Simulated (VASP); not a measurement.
# Sc (Fm-3m) in VASP: a series of runs

Aim: see how the results for Sc move with the level of theory and the settings. Levels: PBEsol, r2SCAN. Tasks: single point, relaxation of cell and atoms.

Program: VASP 6.6.1. These are calculated values, not measurements. Logs are shortened: lines on timing, memory, paths and dates and some standing lists are left out, and cuts for length are marked.

## 1. The cell of the first run

It takes space group Fm-3m (No. 225, cubic). The conventional cell has a = 4.559 Å, b = 4.559 Å, c = 4.559 Å, α = 90.00°, β = 90.00°, γ = 90.00°. Sc (site symmetry m-3m) has 12 Sc at 3.22 Å within 4.2 Å.

## 2. Single point, PBEsol

The input, INCAR:

```
ALGO = Normal
EDIFF = 1E-6
ENCUT = 520
GGA = PS
ISIF = 2
ISMEAR = -1
LASPH = True
LCHARG = False
LREAL = False
LWAVE = False
NBANDS = 12
NELM = 60
PREC = Accurate
SIGMA = 0.1
```

The input, KPOINTS:

```
k-points
0
Gamma
  9 9 9
```

The input, POSCAR:

```
Sc
1.0
    0.0000000000      2.2794288667      2.2794288667
    2.2794288667      0.0000000000      2.2794288667
    2.2794288667      2.2794288667      0.0000000000
Sc
1
Direct
    0.0000000000      0.0000000000      0.0000000000
```

Potentials or basis: VASP PAW PBE potentials, release 64 (Sc_sv).

Run with:

```sh
cat potpaw_PBE.64/Sc_sv/POTCAR > POTCAR
mpirun -np 1 vasp_std > vasp.out
```

OUTCAR:

```text
EDIFF = 1E-6
   ENCUT = 520
   GGA = PS
   ISIF = 2
   ISMEAR = -1
   LASPH = True
   LREAL = False
   NELM = 60
   PREC = Accurate

 ion  position               nearest neighbor table
   1  0.000  0.000  0.000-

  LATTYP: Found a face centered cubic cell.
 ALAT       =     4.5588577334

  Lattice vectors:

 A1 = (   0.0000000000,   2.2794288667,   2.2794288667)
 A2 = (   2.2794288667,   0.0000000000,   2.2794288667)
 A3 = (   2.2794288667,   2.2794288667,   0.0000000000)

Analysis of symmetry for initial positions (statically):
=====================================================================
 Subroutine PRICEL returns:
 Original cell was already a primitive cell.

 Routine SETGRP: Setting up the symmetry group for a
 face centered cubic supercell.

 Subroutine GETGRP returns: Found 48 space group operations
 (whereof 48 operations were pure point group operations)
 out of a pool of 48 trial point group operations.

The static configuration has the point symmetry O_h .

Analysis of symmetry for dynamics (positions and initial velocities):
=====================================================================
 Subroutine PRICEL returns:
 Original cell was already a primitive cell.

 Routine SETGRP: Setting up the symmetry group for a
 face centered cubic supercell.

 Subroutine GETGRP returns: Found 48 space group operations
 (whereof 48 operations were pure point group operations)
 out of a pool of 48 trial point group operations.

The dynamic configuration has the point symmetry O_h .

 Subroutine INISYM returns: Found 48 space group operations
 (whereof 48 operations are pure point group operations),
 and found     1 'primitive' translations

----------------------------------------------------------------------------------------

                                     Primitive cell

  volume of cell :      23.6869

  direct lattice vectors                    reciprocal lattice vectors
     0.000000000  2.279428867  2.279428867    -0.219353193  0.219353193  0.219353193
     2.279428867  0.000000000  2.279428867     0.219353193 -0.219353193  0.219353193
     2.279428867  2.279428867  0.000000000     0.219353193  0.219353193 -0.219353193

  length of vectors
     3.223599218  3.223599218  3.223599218     0.379930875  0.379930875  0.379930875

  position of ions in fractional coordinates (direct lattice)
     0.000000000  0.000000000  0.000000000

  ion indices of the primitive-cell ions
   primitive index   ion index
                 1           1

[... 77 lines left out ...]
   ISIF   =      2    stress and relaxation
   ISYM   =      2    0-nonsym 1-usesym 2-fastsym
   POTIM  = 0.5000    time-step for ionic-motion
   TEBEG  =    0.0;   TEEND  =   0.0 temperature during run
   PSTRESS=    0.0 pullay stress
   NELECT =      11.0000    total number of electrons
   NUPDOWN=      -1.0000    fix difference up-down
   EMIN   =  10.00;   EMAX   =-10.00  energy-range for DOS
   EFERMI =   0.00;   METHOD = LEGACY
   ISMEAR =    -1;   SIGMA  =   0.10  broadening in eV -4-tet -1-fermi 0-gaus
   EFERMI_NEDOS =   21; number of points for ismear=-14 and -15
   IALGO  =     38    algorithm
   IMIX   =      4    mixing-type and parameters
     AMIX     =   0.40;   BMIX     =  1.00
     AMIX_MAG =   1.60;   BMIX_MAG =  1.00
  volume/ion in A,a.u.               =      23.69       159.85
  Fermi-wavevector in a.u.,A,eV,Ry     =   1.267758  2.395715 21.867423  1.607210
  Thomas-Fermi vector in A             =   2.400889
   LORBIT       =      0    0 simple, 1 ext, 2 COOP (PROOUT), +10 PAW based schemes
   GGA     = PS    functional components
   LHFCALC =     F    Hartree Fock is set to
   AEXX    =    0.0000 exact exchange contribution
   IVDW    =     0    specifies the selected vdW correction
   LEPSILON=     F    determine dielectric tensor
   LRPA    =     F    only Hartree local field effects (RPA)
 non-spin polarized calculation
  energy-cutoff  :      520.00
  volume of cell :       23.69
 maximum number of plane-waves:       650
   NGX = 11   NGY = 11   NGZ = 11

 number of electron      10.9999996 magnetization

 Free energy of the ion-electron system (eV)
  ---------------------------------------------------
  ext. energy  EPLUGINS =         0.00000000
  ---------------------------------------------------
  free energy    TOTEN  =        -6.59109866 eV

  energy without entropy =       -6.53371481  energy(sigma->0) =       -6.56240674

 E-fermi :   3.8782     XC(G=0): -10.1511

 val. band max:        3.7652752720   @ k =   0.4444   0.3333   0.1111
 cond. band min:       3.9225907728   @ k =  -0.3333   0.4444   0.2222
 fundamental gap:      0.1573155008
 Fermi energy:         3.8781600261

 k-point     1 :       0.0000    0.0000    0.0000
  band No.  band energies     occupation
      1     -45.2472      2.00000
      2     -23.7256      2.00000
      3     -23.7256      2.00000
      4     -23.7256      2.00000
      5      -1.4034      2.00000
      6       5.5004      0.00000
      7       5.5004      0.00000
      8       5.5004      0.00000
      9       6.9585      0.00000
     10       6.9585      0.00000
     11      16.6124      0.00000
     12      20.1345      0.00000
[... 331 lines left out ...]
 k-point    24 :       0.4444    0.4444    0.0000
  band No.  band energies     occupation
      1     -45.1548      2.00000
      2     -24.1430      2.00000
      3     -23.8833      2.00000
      4     -23.8833      2.00000
      5       2.2156      2.00000
      6       3.2358      1.99676
      7       5.7370      0.00000
      8       7.8735      0.00000
      9       8.0046      0.00000
     10       8.0046      0.00000
     11      13.2327      0.00000
     12      13.5478      0.00000

 [... further k-points ...]

------------------------ aborting loop because EDIFF is reached ----------------------------------------

  FORCE on cell =-STRESS in cart. coord.  units (eV):
  Direction    XX          YY          ZZ          XY          YZ          ZX
  --------------------------------------------------------------------------------------
  -------------------------------------------------------------------------------------
  Total       -0.0008054     -0.0008054     -0.0008054      0.0000000      0.0000000      0.0000000
  in kB       -0.0544752     -0.0544752     -0.0544752      0.0000000      0.0000000      0.0000000
  external PRESSURE =      -0.0544752 kB  Pullay stress =       0.0000000 kB

 VOLUME and BASIS-vectors are now :
 -----------------------------------------------------------------------------
  energy-cutoff  :      520.00
  volume of cell :       23.69
      direct lattice vectors                 reciprocal lattice vectors
     0.000000000  2.279428867  2.279428867    -0.219353193  0.219353193  0.219353193
     2.279428867  0.000000000  2.279428867     0.219353193 -0.219353193  0.219353193
     2.279428867  2.279428867  0.000000000     0.219353193  0.219353193 -0.219353193

 POSITION                                       TOTAL-FORCE (eV/Angst)
 -----------------------------------------------------------------------------------
      0.00000      0.00000      0.00000         0.000000      0.000000      0.000000
 -----------------------------------------------------------------------------------
    total drift:                               -0.000000     -0.000000      0.000000

  FREE ENERGIE OF THE ION-ELECTRON SYSTEM (eV)
  ---------------------------------------------------
  free  energy   TOTEN  =        -6.5910986613 eV

  energy  without entropy=       -6.5337148150  energy(sigma->0) =       -6.56240674
```

OSZICAR:

```text
N       E                     dE             d eps       ncg     rms          rms(c)
DAV:   1     0.736939140237E+02    0.73694E+02   -0.50604E+03   848   0.904E+02
DAV:   2    -0.590654217846E+01   -0.79600E+02   -0.78006E+02   840   0.284E+02
DAV:   3    -0.730466913393E+01   -0.13981E+01   -0.13635E+01  1088   0.497E+01
DAV:   4    -0.732827141855E+01   -0.23602E-01   -0.23596E-01  1080   0.531E+00
DAV:   5    -0.732858468810E+01   -0.31327E-03   -0.31327E-03  1108   0.571E-01    0.575E+00
DAV:   6    -0.668029142671E+01    0.64829E+00   -0.97665E-01  1252   0.141E+01    0.168E+00
DAV:   7    -0.659656435255E+01    0.83727E-01   -0.19123E-01  1312   0.594E+00    0.560E-01
DAV:   8    -0.659172896409E+01    0.48354E-02   -0.13996E-02   960   0.173E+00    0.175E-01
DAV:   9    -0.659110674330E+01    0.62222E-03   -0.22245E-03  1256   0.692E-01    0.293E-02
DAV:  10    -0.659109981163E+01    0.69317E-05   -0.77386E-05  1272   0.112E-01    0.758E-03
DAV:  11    -0.659109862129E+01    0.11903E-05   -0.37781E-06  1280   0.288E-02    0.843E-04
DAV:  12    -0.659109866125E+01   -0.39962E-07   -0.19978E-08   508   0.195E-03
   1 F= -.65910987E+01 E0= -.65624067E+01  d E =-.573838E-01
```

stdout:

```text
POSCAR found type information on POSCAR Sc
 POSCAR found :  1 types and       1 ions
 scaLAPACK will be used
 -----------------------------------------------------------------------------
|                                                                             |
|                                                                             |
|     You enforced a specific xc type in the INCAR file but a different       |
|     I HOPE YOU KNOW WHAT YOU ARE DOING!                                     |
|                                                                             |
 -----------------------------------------------------------------------------

 LDA part: xc-table for (Slater+PW92), standard interpolation
 POSCAR, INCAR and KPOINTS ok, starting setup
 FFT: planning ... GRIDC
 FFT: planning ... GRID_SOFT
 FFT: planning ... GRID
 WAVECAR not read
 entering main loop
```

Run time: 8 s. Hardware: 1 thread of AMD EPYC 7R43 (Zen 3), shared host; peak memory 0.11 GiB.

Results:

```yaml
Free_energy: -6.5911 eV
Pressure: 0.0 GPa
```

Levels at points of the mesh, in eV from the Fermi level:
| k point | band 1 | band 2 | band 3 | band 4 | band 5 | band 6 | band 7 | band 8 | band 9 | band 10 |
| --- | --- | --- | --- | --- | --- | --- | --- | --- | --- | --- |
| (0.00, 0.00, 0.00) | -49.13 | -27.60 | -27.60 | -27.60 | -5.28 | 1.62 | 1.62 | 1.62 | 3.08 | 3.08 |

Caveat: the PAW data sets were made with another functional, which shifts forces and pressure a little.

(Part 1 of 3 ends here.)
